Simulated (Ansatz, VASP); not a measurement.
## Sn in VASP and in Ansatz

Contents of INCAR:

```
SYSTEM = Sn
ALGO = Normal ; EDIFF = 1E-6
ENCUT = 520 ; GGA = PE
ISIF = 2 ; ISMEAR = 0
ISPIN = 2 ; LASPH = .True.
LCHARG = .False. ; LORBIT = 11
LREAL = .False. ; LWAVE = .False.
MAGMOM = 0.5 ; NBANDS = 17
NELM = 150 ; PREC = Accurate
SIGMA = 0.15
```

Contents of KPOINTS:

```
k-points
0
Gamma
  11 11 11
  0 0 0
```

Contents of POSCAR:

```
Sn
1.0
   -1.7265390000      1.7755470000      2.3383420000
    1.7265390000     -1.7755470000      2.3383420000
    1.7265390000      1.7755470000     -2.3383420000
Sn
1
Direct
    0.0000000000      0.0000000000      0.0000000000
```

The input input.yaml:

```yaml
crystal:
  lattice:
    - [-1.726539, 1.775547, 2.338342]
    - [1.726539, -1.775547, 2.338342]
    - [1.726539, 1.775547, -2.338342]
  atoms:
    - { symbol: Sn, position: [0.0, 0.0, 0.0], spin: 0.5 }
kpoints:
  mp_grid: { grid: [11, 11, 11] }
scf:
  occupations: { method: gaussian, width: 0.15 }
hamiltonian:
  xc: pbe
  pseudopotentials:
    kind: all_electron
    lapw: { basis_error: 0.0005 }
    nuclear_model: point
magnetization:
  spin_polarized: true
output:
  forces: true
  stress: true
  eigenvalues: true
  xc_energy_on_converged_density: [blyp, rpbe, revpbe]
```

Alike in both runs: task single point; functional PBE; k mesh 11 × 11 × 11; occupations gaussian, width 0.15 eV; collinear spin.

```csv
,VASP,Ansatz
version,VASP 6.6.1,Ansatz 0.2.0
potentials or method,"VASP PAW PBE potentials, release 64 (Sn_d), cutoff 520 eV","all-electron LAPW, point nuclei"
```

```tsv
	VASP	Ansatz	Ansatz less VASP
gap on the k mesh at the Fermi level (eV)	none	none	-
pressure (GPa)	-1.1	-1.0	+0.07
traceless stress, the component that is largest in VASP (GPa)	-0.98	-0.98	-0.001
net moment per atom (μB)	0.00	0.00	0.000
```

A gap of «none» marks a metal or a gap that the smearing closes. Ansatz ran all-electron here, and VASP with PAW potentials.
